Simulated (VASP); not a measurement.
Input of a VASP 6.6.1 run:

INCAR

```
ALGO = Normal
EDIFF = 1E-6
ENCUT = 520
GGA = PS
ISIF = 2
ISMEAR = -1
LASPH = True
LCHARG = False
LREAL = False
LWAVE = False
NBANDS = 46
NELM = 60
PREC = Accurate
SIGMA = 0.05
```

The input KPOINTS:

```
k-points
0
Gamma
  10 10 3
```

File POSCAR:

```
GaN
1.0
    3.1899831921      0.0000000000      0.0000000000
   -1.5949915960      2.7626064820      0.0000000000
    0.0000000000      0.0000000000     10.2873289123
Ga N
4 4
Direct
    0.0000000000      0.0000000000      0.7858680000
    0.6666666667      0.3333333333      0.0373490000
    0.3333333333      0.6666666667      0.5373490000
    0.0000000000      0.0000000000      0.2858680000
    0.0000000000      0.0000000000      0.0930380000
    0.6666666667      0.3333333333      0.3437450000
    0.0000000000      0.0000000000      0.5930380000
    0.3333333333      0.6666666667      0.8437450000
```

Potentials or basis: VASP PAW PBE potentials, release 64 (Ga_d, N).

Launch:

```bash
$ cat potpaw_PBE.64/Ga_d/POTCAR potpaw_PBE.64/N/POTCAR > POTCAR
$ mpirun -np 1 vasp_std > vasp.out
```

Problem. Predict the largest force.

Solution. 0.358 eV/Å.

Problem. What does it give for the pressure?

Solution. -2.9 GPa.

Problem. Predict the band gap on the k mesh.

Solution. 0.94 eV, direct.

Forces on the atoms (eV/Å):
```
Ga   0.000  0.000  0.003
Ga   0.000  0.000 -0.154
Ga   0.000  0.000 -0.154
Ga   0.000  0.000  0.003
N    0.000  0.000 -0.207
N    0.000  0.000  0.358
N    0.000  0.000 -0.207
N    0.000  0.000  0.358
```

Caveat: the PAW data sets were made with another functional, which shifts forces and pressure a little. PBEsol gaps usually lie below the measured ones, often by a third to a half.
